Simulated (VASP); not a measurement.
# ZnS (P1) in VASP: further runs

The runs below take ZnS through single point, with r2SCAN.

Everything below comes from runs of VASP 6.6.1. Logs are shortened: lines on timing, memory, paths and dates and some standing lists are left out, and cuts for length are marked.

### Step 1. The cell of the first run

The typed cell holds 4 atoms: a = 3.811 Å, b = 3.811 Å, c = 6.234 Å, α = 90.00°, β = 90.00°, γ = 120.00°.

### Step 2. Single point, r2SCAN (atom 1 (Zn) moved by (-0.450, -0.450) A along [1 1 0] and z)

Input file POSCAR:

```
ZnS
1.0
    3.8109987816      0.0000000000      0.0000000000
   -1.9054993908      3.3004217586      0.0000000000
    0.0000000000      0.0000000000      6.2340000000
Zn S
2 2
Direct
    0.2016330072      0.5702553366     -0.0721847931
    0.6666666667      0.3333333333      0.5000000000
    0.3333333333      0.6666666667      0.3850000000
    0.6666666667      0.3333333333      0.8850000000
```

Input file INCAR.step1:

```
PREC = Accurate
ENCUT = 520
ISMEAR = 0
SIGMA = 0.05
LREAL = F
LASPH = T
NELM = 100
NBANDS = 26
GGA = PE
ALGO = Normal
EDIFF = 1E-4
LWAVE = T
LCHARG = F
```

Input file INCAR.step2:

```
PREC = Accurate
ENCUT = 520
EDIFF = 1E-7
ISMEAR = 0
SIGMA = 0.05
LREAL = F
LASPH = T
NELM = 100
ALGO = Normal
ISIF = 2
LWAVE = F
LCHARG = T
METAGGA = R2SCAN
LMIXTAU = T
LELF = T
LVHAR = T
NBANDS = 26
ISTART = 1
```

Input file KPOINTS:

```
Automatic mesh
0
Gamma
  6 6 4
```

Potentials or basis: VASP PAW PBE potentials, release 64 (Zn, S).

The run is started by

```sh
> cat potpaw_PBE.64/Zn/POTCAR potpaw_PBE.64/S/POTCAR > POTCAR
> cp INCAR.step1 INCAR
> mpirun -np 1 vasp_std > vasp.out
> cp INCAR.step2 INCAR
> mpirun -np 1 vasp_std > vasp.out
```

OUTCAR:

```text
PREC = Accurate
   ENCUT = 520
   EDIFF = 1E-7
   ISMEAR = 0
   LREAL = F
   LASPH = T
   NELM = 100
   ISIF = 2
   METAGGA = R2SCAN
   ISTART = 1

 ion  position               nearest neighbor table
   1  0.202  0.570  0.928-   4 1.79   4 2.37   4 2.55   3 2.89
   2  0.667  0.333  0.500-   3 2.31   3 2.31   3 2.31   4 2.40
   3  0.333  0.667  0.385-   2 2.31   2 2.31   2 2.31   1 2.89
   4  0.667  0.333  0.885-   1 1.79   1 2.37   2 2.40   1 2.55

  LATTYP: Found a hexagonal cell.
 ALAT       =     3.8109987816
 C/A-ratio  =     1.6357916539

  Lattice vectors:

 A1 = (   3.8109987816,   0.0000000000,   0.0000000000)
 A2 = (  -1.9054993908,   3.3004217586,   0.0000000000)
 A3 = (   0.0000000000,   0.0000000000,   6.2340000000)

Analysis of symmetry for initial positions (statically):
=====================================================================
 Subroutine PRICEL returns:
 Original cell was already a primitive cell.

 Routine SETGRP: Setting up the symmetry group for a
 hexagonal supercell.

 Subroutine GETGRP returns: Found  1 space group operations
 (whereof  1 operations were pure point group operations)
 out of a pool of 24 trial point group operations.

The static configuration has the point symmetry C_1 .

Analysis of symmetry for dynamics (positions and initial velocities):
=====================================================================
 Subroutine PRICEL returns:
 Original cell was already a primitive cell.

 Routine SETGRP: Setting up the symmetry group for a
 hexagonal supercell.

 Subroutine GETGRP returns: Found  1 space group operations
 (whereof  1 operations were pure point group operations)
 out of a pool of 24 trial point group operations.

The dynamic configuration has the point symmetry C_1 .

 Subroutine INISYM returns: Found  1 space group operations
 (whereof  1 operations are pure point group operations),
 and found     1 'primitive' translations

----------------------------------------------------------------------------------------

                                     Primitive cell

  volume of cell :      78.4106

  direct lattice vectors                    reciprocal lattice vectors
     3.810998782  0.000000000  0.000000000     0.262398405  0.151495789  0.000000000
    -1.905499391  3.300421759  0.000000000     0.000000000  0.302991579  0.000000000
     0.000000000  0.000000000  6.234000000     0.000000000  0.000000000  0.160410651

  length of vectors
     3.810998782  3.810998782  6.234000000     0.302991579  0.302991579  0.160410651

  position of ions in fractional coordinates (direct lattice)
     0.201633007  0.570255337  0.927815207
     0.666666667  0.333333333  0.500000000
     0.333333333  0.666666667  0.385000000
     0.666666667  0.333333333  0.885000000

  ion indices of the primitive-cell ions
   primitive index   ion index
                 1           1
                 2           2
                 3           3
                 4           4

----------------------------------------------------------------------------------------

 KPOINTS: Automatic mesh

Automatic generation of k-mesh.
 Grid dimensions read from file:
 generate k-points for:    6    6    4

 Generating k-lattice:

  Cartesian coordinates                     Fractional coordinates (reciprocal lattice)
     0.043733067  0.025249298  0.000000000     0.166666667  0.000000000  0.000000000
     0.000000000  0.050498596  0.000000000     0.000000000  0.166666667  0.000000000
     0.000000000  0.000000000  0.040102663     0.000000000  0.000000000  0.250000000

  Length of vectors
     0.050498596  0.050498596  0.040102663

  Shift w.r.t. Gamma in fractional coordinates (k-lattice)
     0.000000000  0.000000000  0.000000000

 Subroutine IBZKPT returns following result:
 ===========================================

 Found     76 irreducible k-points:

 Following reciprocal coordinates:
            Coordinates               Weight
  0.000000  0.000000  0.000000      1.000000
  0.166667  0.000000  0.000000      2.000000
  0.000000  0.166667  0.000000      2.000000
 -0.166667  0.166667  0.000000      2.000000
  0.333333  0.000000  0.000000      2.000000
  0.000000  0.333333  0.000000      2.000000
[... 16 lines left out ...]
  0.000000  0.166667  0.250000      2.000000
 -0.166667  0.166667  0.250000      2.000000
 [... further k-points ...]
   k-points           NKPTS =     76   k-points in BZ     NKDIM =     76   number of bands    NBANDS=     26
   number of dos      NEDOS =    301   number of ions     NIONS =      4
   total plane-waves  NPLWV =  37632
   dimension x,y,z NGX =    28 NGY =   28 NGZ =   48
   dimension x,y,z NGXF=    56 NGYF=   56 NGZF=   96
   ions per type =               2   2
   NGX,Y,Z   is equivalent  to a cutoff of  12.21, 12.21, 12.80 a.u.
   NGXF,Y,Z  is equivalent  to a cutoff of  24.43, 24.43, 25.60 a.u.
 SYSTEM =  unknown system
   PREC   = accura    normal or accurate (medium, high low for compatibility)
   ISTART =      1    job   : 0-new  1-cont  2-samecut
   ICHARG =      0    charge: 1-file 2-atom 10-const
   ISPIN  =      1    spin polarized calculation?
   LNONCOLLINEAR =      F non collinear calculations
   LSORBIT =      F    spin-orbit coupling
   LASPH  =      T    aspherical Exc in radial PAW
   ENCUT  =  520.0 eV  38.22 Ry    6.18 a.u.   7.09  7.09 11.59*2*pi/ulx,y,z
   NELM   =    100;   NELMIN=  2; NELMDL=  0     # of ELM steps
   EDIFF  = 0.1E-06   stopping-criterion for ELM
   LREAL  =      F    real-space projection
   EDIFFG = 0.1E-05   stopping-criterion for IOM
   NSW    =      0    number of steps for IOM
   IBRION =     -1    ionic relax: 0-MD 1-quasi-New 2-CG
   NFREE  =      0    steps in history (QN), initial steepest desc. (CG)
   ISIF   =      2    stress and relaxation
   ISYM   =      2    0-nonsym 1-usesym 2-fastsym
   POTIM  = 0.5000    time-step for ionic-motion
   TEBEG  =    0.0;   TEEND  =   0.0 temperature during run
   PSTRESS=    0.0 pullay stress
   NELECT =      36.0000    total number of electrons
   NUPDOWN=      -1.0000    fix difference up-down
   EMIN   =  10.00;   EMAX   =-10.00  energy-range for DOS
   EFERMI =   0.00;   METHOD = LEGACY
   ISMEAR =     0;   SIGMA  =   0.05  broadening in eV -4-tet -1-fermi 0-gaus
   EFERMI_NEDOS =   21; number of points for ismear=-14 and -15
   IALGO  =     38    algorithm
   IMIX   =      4    mixing-type and parameters
     AMIX     =   0.40;   BMIX     =  1.00
     AMIX_MAG =   1.60;   BMIX_MAG =  1.00
  volume/ion in A,a.u.               =      19.60       132.29
  Fermi-wavevector in a.u.,A,eV,Ry     =   1.262944  2.386617 21.701656  1.595027
  Thomas-Fermi vector in A             =   2.396326
   LORBIT       =      0    0 simple, 1 ext, 2 COOP (PROOUT), +10 PAW based schemes
   METAGGA = R2SCAN    functional components
   LHFCALC =     F    Hartree Fock is set to
   AEXX    =    0.0000 exact exchange contribution
   IVDW    =     0    specifies the selected vdW correction
   LEPSILON=     F    determine dielectric tensor
   LRPA    =     F    only Hartree local field effects (RPA)
 non-spin polarized calculation
 Gauss-broadening in eV      SIGMA  =   0.05
  energy-cutoff  :      520.00
  volume of cell :       78.41
 maximum number of plane-waves:      2133
   NGX = 15   NGY = 15   NGZ = 23

 number of electron      35.9999983 magnetization

 Free energy of the ion-electron system (eV)
  ---------------------------------------------------
  ext. energy  EPLUGINS =         0.00000000
  ---------------------------------------------------
  free energy    TOTEN  =       -35.30154171 eV

  energy without entropy =      -35.30154171  energy(sigma->0) =      -35.30154171

 E-fermi :   2.4238     XC(G=0): -10.2677

 val. band max:        2.1446616210   @ k =   0.0000   0.0000   0.0000
 cond. band min:       4.4062325272   @ k =   0.0000   0.0000   0.0000
 fundamental gap:      2.2615709062
 Fermi energy:         2.4238244766

 k-point     1 :       0.0000    0.0000    0.0000
  band No.  band energies     occupation
      1     -12.8565      2.00000
      2     -10.6352      2.00000
      3      -6.3256      2.00000
      4      -6.1450      2.00000
      5      -5.7921      2.00000
      6      -5.2528      2.00000
[... 18 lines left out ...]
     25      10.4612      0.00000
     26      11.4669      0.00000

 k-point     2 :       0.1667    0.0000    0.0000
  band No.  band energies     occupation
      1     -12.6707      2.00000
      2     -10.4911      2.00000
      3      -6.3787      2.00000
      4      -6.0232      2.00000
      5      -5.8292      2.00000
      6      -5.2536      2.00000
[... 18 lines left out ...]
     25      10.4322      0.00000
     26      10.7889      0.00000

 k-point     3 :       0.0000    0.1667    0.0000
  band No.  band energies     occupation
      1     -12.7174      2.00000
      2     -10.4923      2.00000
      3      -6.3112      2.00000
      4      -6.0935      2.00000
      5      -5.7974      2.00000
      6      -5.2766      2.00000
[... 18 lines left out ...]
     25      10.7851      0.00000
     26      11.0226      0.00000

 k-point     4 :      -0.1667    0.1667    0.0000
  band No.  band energies     occupation
      1     -12.6911      2.00000
      2     -10.4907      2.00000
      3      -6.4015      2.00000
      4      -6.0383      2.00000
      5      -5.8103      2.00000
      6      -5.2764      2.00000
[... 18 lines left out ...]
     25      10.7117      0.00000
     26      11.0241      0.00000
[... 496 lines left out ...]
      1     -12.6478      2.00000
      2     -10.5333      2.00000
      3      -6.3850      2.00000
      4      -6.0252      2.00000
      5      -5.8459      2.00000
      6      -5.2722      2.00000
[... 18 lines left out ...]
     25      10.2653      0.00000
     26      10.5658      0.00000

 k-point    23 :       0.0000    0.1667    0.2500
  band No.  band energies     occupation
      1     -12.6952      2.00000
      2     -10.5338      2.00000
      3      -6.3158      2.00000
      4      -6.0982      2.00000
      5      -5.8116      2.00000
      6      -5.2912      2.00000
[... 18 lines left out ...]
     25      10.6981      0.00000
     26      10.9646      0.00000

 k-point    24 :      -0.1667    0.1667    0.2500
  band No.  band energies     occupation
      1     -12.6689      2.00000
      2     -10.5321      2.00000
      3      -6.4050      2.00000
      4      -6.0447      2.00000
      5      -5.8175      2.00000
      6      -5.2927      2.00000
[... 18 lines left out ...]
     25      10.2584      0.00000
     26      10.9754      0.00000

 [... further k-points ...]
[... 5 lines left out ...]
  --------------------------------------------------------------------------------------
  -------------------------------------------------------------------------------------
  Total       14.7263744      2.8928838      0.1255705      7.5858258      1.2625421      2.5553792
  in kB      300.9063624     59.1107577      2.5658027    155.0023906     25.7977236     52.2144712
  external PRESSURE =     120.8609743 kB  Pullay stress =       0.0000000 kB

 VOLUME and BASIS-vectors are now :
 -----------------------------------------------------------------------------
  energy-cutoff  :      520.00
  volume of cell :       78.41
      direct lattice vectors                 reciprocal lattice vectors
     3.810998782  0.000000000  0.000000000     0.262398405  0.151495789  0.000000000
    -1.905499391  3.300421759  0.000000000     0.000000000  0.302991579  0.000000000
     0.000000000  0.000000000  6.234000000     0.000000000  0.000000000  0.160410651

 POSITION                                       TOTAL-FORCE (eV/Angst)
 -----------------------------------------------------------------------------------
     -0.31820      1.88208      5.78400        10.320961      5.457384      2.522150
      1.90550      1.10014      3.11700        -0.022418     -0.011391     -0.454922
     -0.00000      2.20028      2.40009        -0.044188     -0.081769     -0.330746
      1.90550      1.10014      5.51709       -10.254355     -5.364224     -1.736482
 -----------------------------------------------------------------------------------
    total drift:                               -0.006735      0.012399      0.002692

  FREE ENERGIE OF THE ION-ELECTRON SYSTEM (eV)
  ---------------------------------------------------
  free  energy   TOTEN  =       -35.3015417100 eV

  energy  without entropy=      -35.3015417100  energy(sigma->0) =      -35.30154171
```

Wall time 3.7 min (1 thread of Intel Xeon 6975P-C (Granite Rapids), shared host); peak memory 0.27 GiB.

What came out:

| Item | Value |
| --- | --- |
| Free energy | -35.3015 eV |
| Pressure | 12.1 GPa |
| Largest force | 11.944 eV/Å |
| Band gap on the k mesh | 2.26 eV, direct |

Forces in eV/Å, atoms in the order of the input:
```
Zn   10.321   5.457   2.522
Zn   -0.022  -0.011  -0.455
S    -0.044  -0.082  -0.331
S   -10.254  -5.364  -1.736
```

Caveat: the cell differs from its parent crystal (atom 1 (Zn) moved by (-0.450, -0.450) A along [1 1 0] and z); the PAW data sets were made with another functional, which shifts forces and pressure a little.

[end of part 1 of 2]
